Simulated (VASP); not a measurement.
# Si5Sn (P-6m2) in VASP: notebook

Si5Sn is run at these levels: PBE; tasks: single point, relaxation of cell and atoms.

Everything below comes from runs of VASP 6.6.1. Logs are shortened: lines on timing, memory, paths and dates and some standing lists are left out, and cuts for length are marked.

### 1 The cell of the first run

It takes space group P-6m2 (No. 187, hexagonal). Conventional cell: a = 3.565 Å, b = 3.565 Å, c = 10.177 Å, α = 90.00°, β = 90.00°, γ = 120.00°. Within 3.3 Å of Si (site symmetry 3m) lie 7 Si at 2.43 to 3.24 Å. Si (site symmetry 3m) has 4 Si at 2.43 to 2.91 Å and 3 Sn at 3.00 Å within 3.2 Å. Within 3.6 Å of Si (site symmetry -6m2) lie 14 Si at 2.62 to 3.57 Å. Within 3.9 Å of Sn (site symmetry -6m2) lie 8 Si at 3.00 to 3.47 Å and 6 Sn at 3.57 Å.

### 2 Single point, PBE

The input, INCAR:

```
SYSTEM = Si5Sn
ALGO = Normal
EDIFF = 1E-7
ENCUT = 520
GGA = PE
ISIF = 2
ISMEAR = 0
LASPH = .True.
LCHARG = .True.
LELF = .True.
LREAL = .False.
LVHAR = .True.
LWAVE = .False.
NBANDS = 26
NELM = 100
PREC = Accurate
SIGMA = 0.1
```

The input, KPOINTS:

```
k-points
0
Gamma
  12 12 4
  0 0 0
```

The input, POSCAR:

```
Si5Sn
1.0
    3.5652019419      0.0000000000      0.0000000000
   -1.7826009709      3.0875554513      0.0000000000
    0.0000000000      0.0000000000     10.1767960515
Si Sn
5 1
Direct
    0.3333333333      0.6666666667      0.6589750803
    0.3333333333      0.6666666667      0.3410249197
    0.6666666667      0.3333333333      0.7857548527
    0.6666666667      0.3333333333      0.2142451473
    0.6666666667      0.3333333333      0.5000000000
    0.3333333333      0.6666666667      0.0000000000
```

Potentials or basis: VASP PAW PBE potentials, release 64 (Si, Sn_d).

The run is started by

```sh
$ cat potpaw_PBE.64/Si/POTCAR potpaw_PBE.64/Sn_d/POTCAR > POTCAR
$ mpirun -np 1 vasp_std > vasp.out
```

OUTCAR:

```text
SYSTEM = Si5Sn
   EDIFF = 1E-7
   ENCUT = 520
   GGA = PE
   ISIF = 2
   ISMEAR = 0
   LASPH = .True.
   LREAL = .False.
   NELM = 100
   PREC = Accurate

 ion  position               nearest neighbor table
   1  0.333  0.667  0.659-   3 2.43   3 2.43   3 2.43   5 2.62   5 2.62   5 2.62
   2  0.333  0.667  0.341-   4 2.43   4 2.43   4 2.43   5 2.62   5 2.62   5 2.62
   3  0.667  0.333  0.786-   1 2.43   1 2.43   1 2.43   5 2.91   6 3.00   6 3.00   6 3.00
   4  0.667  0.333  0.214-   2 2.43   2 2.43   2 2.43   5 2.91   6 3.00   6 3.00   6 3.00
   5  0.667  0.333  0.500-   1 2.62   2 2.62   1 2.62   2 2.62   1 2.62   2 2.62   3 2.91   4 2.91

   6  0.333  0.667  0.000-   3 3.00   4 3.00   3 3.00   4 3.00   3 3.00   4 3.00

  LATTYP: Found a hexagonal cell.
 ALAT       =     3.5652019419
 C/A-ratio  =     2.8544795547

  Lattice vectors:

 A1 = (   3.5652019419,   0.0000000000,   0.0000000000)
 A2 = (  -1.7826009709,   3.0875554513,   0.0000000000)
 A3 = (   0.0000000000,   0.0000000000,  10.1767960515)

Analysis of symmetry for initial positions (statically):
=====================================================================
 Subroutine PRICEL returns:
 Original cell was already a primitive cell.

 Routine SETGRP: Setting up the symmetry group for a
 hexagonal supercell.

 Subroutine GETGRP returns: Found 12 space group operations
 (whereof 12 operations were pure point group operations)
 out of a pool of 24 trial point group operations.

The static configuration has the point symmetry D_3h.

Analysis of symmetry for dynamics (positions and initial velocities):
=====================================================================
 Subroutine PRICEL returns:
 Original cell was already a primitive cell.

 Routine SETGRP: Setting up the symmetry group for a
 hexagonal supercell.

 Subroutine GETGRP returns: Found 12 space group operations
 (whereof 12 operations were pure point group operations)
 out of a pool of 24 trial point group operations.

The dynamic configuration has the point symmetry D_3h.

 Subroutine INISYM returns: Found 12 space group operations
 (whereof 12 operations are pure point group operations),
 and found     1 'primitive' translations

----------------------------------------------------------------------------------------

                                     Primitive cell

  volume of cell :     112.0237

  direct lattice vectors                    reciprocal lattice vectors
     3.565201942  0.000000000  0.000000000     0.280489020  0.161940411  0.000000000
    -1.782600971  3.087555451  0.000000000     0.000000000  0.323880823  0.000000000
     0.000000000  0.000000000 10.176796052     0.000000000  0.000000000  0.098262753

  length of vectors
     3.565201942  3.565201942 10.176796052     0.323880823  0.323880823  0.098262753

  position of ions in fractional coordinates (direct lattice)
     0.333333333  0.666666667  0.658975080
     0.333333333  0.666666667  0.341024920
     0.666666667  0.333333333  0.785754853
     0.666666667  0.333333333  0.214245147
     0.666666667  0.333333333  0.500000000
     0.333333333  0.666666667  0.000000000

  ion indices of the primitive-cell ions
   primitive index   ion index
                 1           1
                 2           2
                 3           3
                 4           4
                 5           5
                 6           6

----------------------------------------------------------------------------------------

 KPOINTS: k-points

Automatic generation of k-mesh.
 Grid dimensions read from file:
 generate k-points for:   12   12    4

 Generating k-lattice:

  Cartesian coordinates                     Fractional coordinates (reciprocal lattice)
     0.023374085  0.013495034  0.000000000     0.083333333  0.000000000  0.000000000
     0.000000000  0.026990069  0.000000000     0.000000000  0.083333333  0.000000000
     0.000000000  0.000000000  0.024565688     0.000000000  0.000000000  0.250000000

  Length of vectors
     0.026990069  0.026990069  0.024565688

  Shift w.r.t. Gamma in fractional coordinates (k-lattice)
     0.000000000  0.000000000  0.000000000

 Subroutine IBZKPT returns following result:
 ===========================================

 Found     57 irreducible k-points:

 Following reciprocal coordinates:
            Coordinates               Weight
  0.000000  0.000000  0.000000      1.000000
  0.083333 -0.000000  0.000000      6.000000
  0.166667  0.000000  0.000000      6.000000
  0.250000  0.000000  0.000000      6.000000
  0.333333  0.000000  0.000000      6.000000
  0.416667 -0.000000  0.000000      6.000000
[... 16 lines left out ...]
  0.250000  0.000000  0.250000     12.000000
  0.333333  0.000000  0.250000     12.000000
 [... further k-points ...]
   k-points           NKPTS =     57   k-points in BZ     NKDIM =     57   number of bands    NBANDS=     26
   number of dos      NEDOS =    301   number of ions     NIONS =      6
   total plane-waves  NPLWV =  62720
   dimension x,y,z NGX =    28 NGY =   28 NGZ =   80
   dimension x,y,z NGXF=    56 NGYF=   56 NGZF=  160
   ions per type =               5   1
   NGX,Y,Z   is equivalent  to a cutoff of  13.06, 13.06, 13.07 a.u.
   NGXF,Y,Z  is equivalent  to a cutoff of  26.11, 26.11, 26.14 a.u.
 SYSTEM =  Si5Sn
   PREC   = accura    normal or accurate (medium, high low for compatibility)
   ISTART =      0    job   : 0-new  1-cont  2-samecut
   ICHARG =      2    charge: 1-file 2-atom 10-const
   ISPIN  =      1    spin polarized calculation?
   LNONCOLLINEAR =      F non collinear calculations
   LSORBIT =      F    spin-orbit coupling
   LASPH  =      T    aspherical Exc in radial PAW
   ENCUT  =  520.0 eV  38.22 Ry    6.18 a.u.   6.63  6.63 18.92*2*pi/ulx,y,z
   NELM   =    100;   NELMIN=  2; NELMDL= -5     # of ELM steps
   EDIFF  = 0.1E-06   stopping-criterion for ELM
   LREAL  =      F    real-space projection
   EDIFFG = 0.1E-05   stopping-criterion for IOM
   NSW    =      0    number of steps for IOM
   IBRION =     -1    ionic relax: 0-MD 1-quasi-New 2-CG
   NFREE  =      0    steps in history (QN), initial steepest desc. (CG)
   ISIF   =      2    stress and relaxation
   ISYM   =      2    0-nonsym 1-usesym 2-fastsym
   POTIM  = 0.5000    time-step for ionic-motion
   TEBEG  =    0.0;   TEEND  =   0.0 temperature during run
   PSTRESS=    0.0 pullay stress
   NELECT =      34.0000    total number of electrons
   NUPDOWN=      -1.0000    fix difference up-down
   EMIN   =  10.00;   EMAX   =-10.00  energy-range for DOS
   EFERMI =   0.00;   METHOD = LEGACY
   ISMEAR =     0;   SIGMA  =   0.10  broadening in eV -4-tet -1-fermi 0-gaus
   EFERMI_NEDOS =   21; number of points for ismear=-14 and -15
   IALGO  =     38    algorithm
   IMIX   =      4    mixing-type and parameters
     AMIX     =   0.40;   BMIX     =  1.00
     AMIX_MAG =   1.60;   BMIX_MAG =  1.00
  volume/ion in A,a.u.               =      18.67       126.00
  Fermi-wavevector in a.u.,A,eV,Ry     =   1.100182  2.079042 16.468493  1.210400
  Thomas-Fermi vector in A             =   2.236589
   LORBIT       =      0    0 simple, 1 ext, 2 COOP (PROOUT), +10 PAW based schemes
   GGA     = PE    functional components
   LHFCALC =     F    Hartree Fock is set to
   AEXX    =    0.0000 exact exchange contribution
   IVDW    =     0    specifies the selected vdW correction
   LEPSILON=     F    determine dielectric tensor
   LRPA    =     F    only Hartree local field effects (RPA)
 non-spin polarized calculation
 Gauss-broadening in eV      SIGMA  =   0.10
  energy-cutoff  :      520.00
  volume of cell :      112.02
 maximum number of plane-waves:      3070
 NGX is ok and might be reduce to    28
   NGX = 13   NGY = 13   NGZ = 37

 number of electron      34.0000005 magnetization

 Free energy of the ion-electron system (eV)
  ---------------------------------------------------
  ext. energy  EPLUGINS =         0.00000000
  ---------------------------------------------------
  free energy    TOTEN  =       -28.72239506 eV

  energy without entropy =      -28.71321072  energy(sigma->0) =      -28.71780289

 E-fermi :   7.8677     XC(G=0): -10.3659

 val. band max:        7.8638573344   @ k =   0.1667   0.0833   0.0000
 cond. band min:       7.8794209374   @ k =   0.2500   0.2500   0.2500
 fundamental gap:      0.0155636030
 Fermi energy:         7.8676550808

 k-point     1 :       0.0000    0.0000    0.0000
  band No.  band energies     occupation
      1     -13.6301      2.00000
      2     -13.6301      2.00000
      3     -13.6208      2.00000
      4     -13.5732      2.00000
      5     -13.5732      2.00000
      6      -5.0171      2.00000
[... 18 lines left out ...]
     25      12.7609      0.00000
     26      13.1425      0.00000

 k-point     2 :       0.0833   -0.0000    0.0000
  band No.  band energies     occupation
      1     -13.6312      2.00000
      2     -13.6245      2.00000
      3     -13.6172      2.00000
      4     -13.5765      2.00000
      5     -13.5740      2.00000
      6      -4.9171      2.00000
[... 18 lines left out ...]
     25      12.4008      0.00000
     26      13.1394      0.00000

 k-point     3 :       0.1667    0.0000    0.0000
  band No.  band energies     occupation
      1     -13.6358      2.00000
      2     -13.6090      2.00000
      3     -13.6060      2.00000
      4     -13.5854      2.00000
      5     -13.5760      2.00000
      6      -4.6190      2.00000
[... 18 lines left out ...]
     25      12.6103      0.00000
     26      12.8621      0.00000

 k-point     4 :       0.2500    0.0000    0.0000
  band No.  band energies     occupation
      1     -13.6425      2.00000
      2     -13.5976      2.00000
      3     -13.5902      2.00000
      4     -13.5878      2.00000
      5     -13.5787      2.00000
      6      -4.1288      2.00000
[... 18 lines left out ...]
     25      12.5975      0.00000
     26      14.0128      0.00000
[... 496 lines left out ...]
      1     -13.6358      2.00000
      2     -13.6090      2.00000
      3     -13.6060      2.00000
      4     -13.5854      2.00000
      5     -13.5760      2.00000
      6      -4.5767      2.00000
[... 18 lines left out ...]
     25      12.7494      0.00000
     26      13.2287      0.00000

 k-point    23 :       0.2500    0.0000    0.2500
  band No.  band energies     occupation
      1     -13.6425      2.00000
      2     -13.5976      2.00000
      3     -13.5902      2.00000
      4     -13.5878      2.00000
      5     -13.5787      2.00000
      6      -4.0877      2.00000
[... 18 lines left out ...]
     25      13.3709      0.00000
     26      13.7487      0.00000

 k-point    24 :       0.3333    0.0000    0.2500
  band No.  band energies     occupation
      1     -13.6494      2.00000
      2     -13.6096      2.00000
      3     -13.5815      2.00000
      4     -13.5744      2.00000
      5     -13.5665      2.00000
      6      -3.4240      2.00000
[... 18 lines left out ...]
     25      12.6011      0.00000
     26      13.2846      0.00000

 [... further k-points ...]
[... 5 lines left out ...]
  --------------------------------------------------------------------------------------
  -------------------------------------------------------------------------------------
  Total       -0.0155470     -0.0155470     -0.0484834     -0.0000000      0.0000000      0.0000000
  in kB       -0.2223552     -0.2223552     -0.6934164     -0.0000000      0.0000000      0.0000000
  external PRESSURE =      -0.3793756 kB  Pullay stress =       0.0000000 kB

 VOLUME and BASIS-vectors are now :
 -----------------------------------------------------------------------------
  energy-cutoff  :      520.00
  volume of cell :      112.02
      direct lattice vectors                 reciprocal lattice vectors
     3.565201942  0.000000000  0.000000000     0.280489020  0.161940411  0.000000000
    -1.782600971  3.087555451  0.000000000     0.000000000  0.323880823  0.000000000
     0.000000000  0.000000000 10.176796052     0.000000000  0.000000000  0.098262753

 POSITION                                       TOTAL-FORCE (eV/Angst)
 -----------------------------------------------------------------------------------
     -0.00000      2.05837      6.70625        -0.000000      0.000000      0.004520
     -0.00000      2.05837      3.47054         0.000000      0.000000     -0.004520
      1.78260      1.02919      7.99647        -0.000000     -0.000000     -0.007036
      1.78260      1.02919      2.18033        -0.000000     -0.000000      0.007036
      1.78260      1.02919      5.08840         0.000000     -0.000000      0.000000
     -0.00000      2.05837      0.00000         0.000000     -0.000000      0.000000
 -----------------------------------------------------------------------------------
    total drift:                                0.000000     -0.000000     -0.000000

  FREE ENERGIE OF THE ION-ELECTRON SYSTEM (eV)
  ---------------------------------------------------
  free  energy   TOTEN  =       -28.7223950608 eV

  energy  without entropy=      -28.7132107157  energy(sigma->0) =      -28.71780289
```

Wall time 78 s (1 thread of AMD EPYC 9R45 (Zen 5), shared host); peak memory 0.29 GiB.

Results:

* Free energy: -28.7224 eV
* Pressure: 0.0 GPa
* Largest force: 0.007 eV/Å
* Band gap on the k mesh: zero (bands 17 and 18 overlap by 4.52 eV)

Forces in eV/Å, atoms in the order of the input:
```
Si   0.000  0.000  0.005
Si   0.000  0.000 -0.005
Si   0.000  0.000 -0.007
Si   0.000  0.000  0.007
Si   0.000  0.000  0.000
Sn   0.000  0.000  0.000
```

Caveat: spin-orbit coupling is left out, which moves the levels of the heavy elements.

### 3 Relaxation of cell and atoms, PBE

This run uses another cell than the first one, of 17.70 Å³/atom.

The input, INCAR:

```
  PREC = Accurate
  ENCUT = 600
  EDIFF = 1E-6
  ISMEAR = 0
  SIGMA = 0.1
  LREAL = False
  LASPH = True
  NELM = 100
  ALGO = Normal
  ISIF = 3
  LWAVE = False
  LCHARG = False
  GGA = PE
  IBRION = 2
  NSW = 100
  EDIFFG = -0.01
```

The input, KPOINTS:

```
Automatic mesh
0
Gamma
  12 12 4
```

The input, POSCAR:

```
Si5Sn
1.0
    3.0992873092      0.0000000000      0.0000000000
   -1.5496436546      2.6840615434      0.0000000000
    0.0000000000      0.0000000000     12.7659701179
Si Sn
5 1
Direct
    0.3333333333      0.6666666667      0.6480020358
    0.3333333333      0.6666666667      0.3519979642
    0.6666666667      0.3333333333      0.7881961284
    0.6666666667      0.3333333333      0.2118038716
    0.6666666667      0.3333333333      0.5000000000
    0.3333333333      0.6666666667      0.0000000000
```

Potentials or basis: VASP PAW PBE potentials, release 64 (Si, Sn_d).

The run is started by

```sh
$ cat potpaw_PBE.64/Si/POTCAR potpaw_PBE.64/Sn_d/POTCAR > POTCAR
$ mpirun -np 1 vasp_std > vasp.out
```

Wall time 16 min (1 thread of AMD EPYC 9R45 (Zen 5), shared host); peak memory 0.35 GiB.

Results (log left out):

```
Free energy                           : -28.7201 eV
Relaxed volume                        : 18.66 Å³/atom
Relaxed cell                          : a = 3.565 Å, b = 3.565 Å, c = 10.176 Å, α = 90.00°, β = 90.00°, γ = 120.00°
Space group after relaxing (to 0.1 Å) : P-6m2 (No. 187)
Energy gained by relaxing             : 163.7 meV/atom
Ionic steps                           : 23
Pressure after relaxing               : 0.0 GPa
Band gap on the k mesh                : zero (bands 17 and 18 overlap by 4.53 eV)
```

Forces in eV/Å, atoms in the order of the input:
```
Si   0.000  0.000  0.002
Si   0.000  0.000 -0.002
Si   0.000  0.000  0.003
Si   0.000  0.000 -0.003
Si   0.000  0.000  0.000
Sn   0.000  0.000  0.000
```

Step by step:
| step | energy change (eV) | largest force (eV/Å) | pressure (GPa) | volume (Å³) |
| --- | --- | --- | --- | --- |
| 1 | 0.0000 | 0.1793 | 0.27 | 106.20 |
| 2 | -0.1072 | 0.1136 | 0.22 | 106.61 |
| 3 | -0.4015 | 0.1847 | 1.13 | 107.27 |
| 4 | -0.7056 | 1.1417 | 4.64 | 105.82 |
| 5 | -0.7470 | 0.6537 | 2.87 | 106.83 |
| 6 | -0.7656 | 0.9425 | 4.00 | 106.23 |
| 7 | -0.7825 | 0.7394 | 3.40 | 106.56 |
| 8 | -0.7792 | 0.8136 | 3.73 | 106.40 |
| 9 | -0.8337 | 0.9182 | 1.15 | 109.79 |
| 10 | -0.8372 | 0.9319 | 0.37 | 110.97 |
| 11 | -0.8809 | 0.7694 | 0.02 | 111.46 |
| 12 | -0.9579 | 0.3363 | -0.81 | 112.91 |
| 13 | -0.9690 | 0.1527 | -1.04 | 113.63 |
| 14 | -0.9692 | 0.1202 | -1.08 | 113.76 |
| 15 | -0.9765 | 0.1680 | 0.37 | 111.91 |
| 16 | -0.9770 | 0.1343 | 0.06 | 112.27 |
| 17 | -0.9787 | 0.1113 | 0.05 | 112.23 |
| 18 | -0.9811 | 0.0410 | -0.02 | 112.10 |
| 19 | -0.9818 | 0.0293 | -0.03 | 112.02 |
| 20 | -0.9818 | 0.0294 | -0.05 | 112.03 |
| 21 | -0.9819 | 0.0118 | 0.09 | 111.87 |
| 22 | -0.9819 | 0.0127 | 0.08 | 111.88 |
| 23 | -0.9820 | 0.0029 | 0.02 | 111.98 |

Final structure:
```
Si Sn
1.0
     3.56472    0.00000    0.00000
    -1.78236    3.08714    0.00000
     0.00000    0.00000   10.17552
Si Sn
5 1
Direct
  0.33333 0.66667 0.65894
  0.33333 0.66667 0.34106
  0.66667 0.33333 0.78563
  0.66667 0.33333 0.21437
  0.66667 0.33333 0.50000
  0.33333 0.66667 0.00000
```

Levels at points of the mesh, in eV from the Fermi level:
| k point | band 15 | band 16 | band 17 | band 18 | band 19 | band 20 |
| --- | --- | --- | --- | --- | --- | --- |
| (0.00, 0.00, 0.00) | 0.54 | 0.54 | 2.21 | 2.66 | 2.66 | 3.20 |
| (0.50, 0.00, 0.00) | -2.44 | -1.76 | -1.45 | 0.40 | 0.44 | 1.53 |
| (0.00, 0.00, 0.50) | 0.43 | 2.08 | 2.48 | 3.00 | 3.00 | 3.22 |
| (0.50, 0.00, 0.50) | -1.63 | -1.00 | -0.92 | 0.55 | 0.61 | 1.15 |

Caveat: a cell axis changed by over 15 % at a fixed basis, so the end point is rough; spin-orbit coupling is left out, which moves the levels of the heavy elements.
